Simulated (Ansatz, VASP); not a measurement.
**Two plane-wave programs on Pb**

The input INCAR:

```
SYSTEM = Pb
  PREC = Accurate
  ENCUT = 520
  EDIFF = 1E-7
  ISMEAR = 0
  SIGMA = 0.15
  LREAL = .FALSE.
  LASPH = .TRUE.
  NELM = 100
  ALGO = Fast
  ISIF = 2
  LWAVE = .FALSE.
  LCHARG = .FALSE.
  GGA = PE
  NBANDS = 13
```

Contents of KPOINTS:

```
Automatic mesh
0
G
  16 16 16
  0 0 0
```

POSCAR

```
Pb
1.0
    0.0000000000      2.4080550000      2.5932900000
    2.4080550000      0.0000000000      2.5932900000
    2.4080550000      2.4080550000      0.0000000000
Pb
1
Direct
    0.0000000000      0.0000000000      0.0000000000
```

Input for Ansatz:

```yaml
crystal:
  lattice:
    - [0.0, 2.408055, 2.59329]
    - [2.408055, 0.0, 2.59329]
    - [2.408055, 2.408055, 0.0]
  atoms:
    - { symbol: Pb, position: [0.0, 0.0, 0.0] }
basis:
  ecutwfc: 420
kpoints:
  mp_grid: { grid: [16, 16, 16] }
hamiltonian:
  xc: pbe
scf:
  occupations: { method: gaussian, width: 0.15 }
output:
  forces: true
  stress: true
  eigenvalues: true
```

Change from the starting cell: strain -0.025 along x and y, +0.050 along z, atoms carried along.

Alike in both runs: task single point; functional PBE; k mesh 16 × 16 × 16; occupations gaussian, width 0.15 eV; no spin polarisation.

|  | VASP | Ansatz |
| --- | --- | --- |
| version | VASP 6.6.1 | Ansatz 0.2.0 |
| potentials or method | VASP PAW PBE potentials, release 64 (Pb_d), cutoff 520 eV | scalar-relativistic, plane waves, PAW |
| valence electrons in the cell | 14 | 14 |

VASP gave:

```
gap on the k mesh at the Fermi level (eV)                     : none
pressure (GPa)                                                : 2.8
traceless stress, the component that is largest in VASP (GPa) : -0.86
```

What did Ansatz give for the same quantities?

gap on the k mesh at the Fermi level (eV): none; pressure (GPa): 2.9; traceless stress, the component that is largest in VASP (GPa): -0.86.

A gap of «none» marks a metal or a gap that the smearing closes. With one functional, cell and mesh, what is left measures potentials, basis and numerics.

Neither program's run includes spin-orbit coupling.
